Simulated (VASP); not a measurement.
Write the native input for VASP 6.6.1 that does the following.

```yaml
Task: single point
Functional: r2SCAN
Dispersion: rVV10
Potentials_or_basis: VASP PAW PBE potentials, release 64 (Pt, Se)
Cutoff: 520 eV
k_mesh: 8 × 8 × 5
Occupations: fermi-dirac, width 0.05 eV
Spin: no spin polarisation
Dipole_correction: no
Further_INCAR_settings: ALGO = Normal; EDIFF = 1e-06; NBANDS = 18
```

Crystal: PtSe2.

```
Pt Se
1.0
     3.72400    0.00000    0.00000
    -1.86200    3.22508    0.00000
     0.00000    0.00000    5.06200
Pt Se
1 2
Direct
  0.00000 0.00000 0.00000
  0.66667 0.33333 0.75000
  0.33333 0.66667 0.25000
```

The input as run:

POSCAR

```
PtSe2
1.0
    3.7240000000      0.0000000000      0.0000000000
   -1.8620000000      3.2250786037      0.0000000000
    0.0000000000      0.0000000000      5.0620000000
Pt Se
1 2
Direct
    0.0000000000      0.0000000000      0.0000000000
    0.6666666667      0.3333333333      0.7500000000
    0.3333333333      0.6666666667      0.2500000000
```

INCAR.step1

```
PREC = Accurate
ENCUT = 520
ISMEAR = -1
SIGMA = 0.05
LREAL = F
LASPH = T
NELM = 80
NBANDS = 18
GGA = PE
ALGO = Normal
EDIFF = 1E-4
LWAVE = T
LCHARG = F
```

INCAR.step2

```
PREC = Accurate
ENCUT = 520
EDIFF = 1E-6
ISMEAR = -1
SIGMA = 0.05
LREAL = F
LASPH = T
NELM = 80
ALGO = Normal
ISIF = 2
LWAVE = F
LCHARG = F
METAGGA = R2SCAN
LMIXTAU = T
LUSE_VDW = T
IVDW_NL = 2
BPARAM = 11.95
CPARAM = 0.0093
NBANDS = 18
ISTART = 1
```

KPOINTS

```
regular mesh
0
Gamma
  8 8 5
```

Potentials or basis: VASP PAW PBE potentials, release 64 (Pt, Se).

The run is started by

```console
$ cat potpaw_PBE.64/Pt/POTCAR potpaw_PBE.64/Se/POTCAR > POTCAR
$ cp INCAR.step1 INCAR
$ mpirun -np 1 vasp_std > vasp.out
$ cp INCAR.step2 INCAR
$ mpirun -np 1 vasp_std > vasp.out
```

It gave:

```json
{"Pressure": "4.0 GPa", "Largest force": "0.448 eV/Å", "Band gap on the k mesh": "zero (bands 11 and 12 overlap by 0.18 eV)"}
```

Caveat: the cell stands under pressure; the PAW data sets were made with another functional, which shifts forces and pressure a little; spin-orbit coupling is left out, which moves the levels of the heavy elements.

Run time: 4.9 min on 1 thread of Intel Xeon 8259CL, with other jobs on the host, peak memory 0.33 GiB.
